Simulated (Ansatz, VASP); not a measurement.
## GaCoCl4 in VASP and in Ansatz

The input INCAR:

```
SYSTEM = GaCoCl4
  PREC = Accurate
  ENCUT = 520
  EDIFF = 1E-7
  ISMEAR = 0
  SIGMA = 0.1
  LREAL = .False.
  LASPH = .True.
  NELM = 150
  ALGO = Normal
  ISIF = 2
  LWAVE = .False.
  LCHARG = .True.
  ISPIN = 2
  MAGMOM = 0 3 0 0 0 0
  LORBIT = 11
  LMAXMIX = 4
  GGA = PE
  LELF = .True.
  LVHAR = .True.
  NBANDS = 38
```

KPOINTS

```
regular mesh
0
Gamma
  4 4 4
  0 0 0
```

POSCAR

```
GaCoCl4
1.0
    0.0000000000      4.1421123700      4.1421123700
    4.1421123700      0.0000000000      4.1421123700
    4.1421123700      4.1421123700      0.0000000000
Ga Co Cl
1 1 4
Direct
    0.0000000000      0.0000000000      0.0000000000
    0.7500000000      0.7500000000      0.7500000000
    0.8791283700      0.3736238800      0.3736238800
    0.3736238800      0.3736238800      0.3736238800
    0.3736238800      0.8791283700      0.3736238800
    0.3736238800      0.3736238800      0.8791283700
```

Input for Ansatz:

```yaml
crystal:
  lattice:
    - [0.0, 4.14211237, 4.14211237]
    - [4.14211237, 0.0, 4.14211237]
    - [4.14211237, 4.14211237, 0.0]
  atoms:
    - { symbol: Ga, position: [0.0, 0.0, 0.0] }
    - { symbol: Co, position: [0.75, 0.75, 0.75], spin: 3.0 }
    - { symbol: Cl, position: [0.87912837, 0.37362388, 0.37362388] }
    - { symbol: Cl, position: [0.37362388, 0.37362388, 0.37362388] }
    - { symbol: Cl, position: [0.37362388, 0.87912837, 0.37362388] }
    - { symbol: Cl, position: [0.37362388, 0.37362388, 0.87912837] }
basis:
  ecutwfc: 420
kpoints:
  mp_grid: { grid: [4, 4, 4] }
hamiltonian:
  xc: pbe
scf:
  occupations: { method: gaussian, width: 0.1 }
  lower_state_search: "off"
output:
  forces: true
  stress: true
  eigenvalues: true
  populations: true
magnetization:
  spin_polarized: true
```

Change from the starting cell: species swapped into the Be4AlNi type (F-43m, No. 216).

Alike in both runs: task single point; functional PBE; k mesh 4 × 4 × 4; occupations gaussian, width 0.1 eV; collinear spin.

|  | VASP | Ansatz |
| --- | --- | --- |
| version | VASP 6.6.1 | Ansatz 0.2.0 |
| potentials or method | VASP PAW PBE potentials, release 64 (Ga_d, Co, Cl), cutoff 520 eV | scalar-relativistic, plane waves, PAW |
| valence electrons in the cell | 50 | 58 |

VASP gave:

* gap on the k mesh at the Fermi level (eV): none
* pressure (GPa): 0.8
* rms of the force components (eV/Å): 0.199
* net moment per atom (μB): 0.24
* size of the moment on the site where the two differ most (μB): 2.07

Which values does Ansatz return?

gap on the k mesh at the Fermi level (eV): none; pressure (GPa): 0.9; rms of the force components (eV/Å): 0.200; net moment per atom (μB): 0.45; size of the moment on the site where the two differ most (μB): 2.11.

The net moments are unlike, so the other rows may belong to different states. Site moments also hang on the region over which each program counts them. Atom by atom the forces differ by 0.001 eV/Å (rms over components). A gap of «none» marks a metal or a gap that the smearing closes. VASP's potentials hold 50 valence electrons a cell and Ansatz's 58, so a difference there can come from the potentials and not from the codes.
